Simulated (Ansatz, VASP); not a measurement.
Two plane-wave programs on Hf

File INCAR:

```
  PREC = Accurate
  ENCUT = 600
  EDIFF = 1E-6
  ISMEAR = 0
  SIGMA = 0.1
  LREAL = F
  LASPH = T
  NELM = 100
  ALGO = Normal
  ISIF = 3
  LWAVE = F
  LCHARG = F
  GGA = PS
  IBRION = 2
  NSW = 100
  EDIFFG = -0.005
```

The input KPOINTS:

```
Automatic mesh
0
Gamma
  15 15 8
```

Contents of POSCAR:

```
Hf
1.0
    3.2000007099      0.0000000000      0.0000000000
   -1.6000003549      2.7712819069      0.0000000000
    0.0000000000      0.0000000000      5.0624011231
Hf
2
Direct
    0.3333333333      0.6666666667      0.7500000000
    0.6666666667      0.3333333333      0.2500000000
```

Input for Ansatz:

```yaml
crystal:
  lattice:
    - [3.2000007099, 0.0, 0.0]
    - [-1.6000003549, 2.7712819069, 0.0]
    - [0.0, 0.0, 5.0624011231]
  atoms:
    - { symbol: Hf, position: [0.3333333333, 0.6666666667, 0.75] }
    - { symbol: Hf, position: [0.6666666667, 0.3333333333, 0.25] }
basis:
  ecutwfc: 420
kpoints:
  mp_grid: { grid: [15, 15, 8] }
hamiltonian:
  xc: pbesol
scf:
  occupations: { method: gaussian, width: 0.1 }
output:
  forces: true
  stress: true
  eigenvalues: true
relax:
  adjacent_minimum: "off"
  f_tol: 0.005
  max_steps: 80
  cell: { stress_tol: 0.05 }
```

Alike in both runs: task relaxation of cell and atoms; functional PBEsol; k mesh 15 × 15 × 8; occupations gaussian, width 0.1 eV; no spin polarisation.

```csv
,VASP,Ansatz
version,VASP 6.6.1,Ansatz 0.2.0
potentials or method,"VASP PAW PBE potentials, release 64 (Hf_pv), cutoff 600 eV","scalar-relativistic, plane waves, PAW"
valence electrons in the cell,20,52
```

Ansatz gave:

```
gap on the k mesh at the Fermi level, each at its own relaxed structure (eV) : none
relaxed volume (Å³/atom)                                                     : 21.61
relaxed length of the cell vector where the two differ most in proportion (Å)              : 4.996
```

Question: Which values does VASP return?

Answer: gap on the k mesh at the Fermi level, each at its own relaxed structure (eV): none; relaxed volume (Å³/atom): 21.53; relaxed length of the cell vector where the two differ most in proportion (Å): 4.989.

VASP's potentials were made for PBE, not for PBEsol. A gap of «none» marks a metal or a gap that the smearing closes. VASP's potentials hold 20 valence electrons a cell and Ansatz's 52, so a difference there can come from the potentials and not from the codes.

Spin-orbit coupling is off throughout.
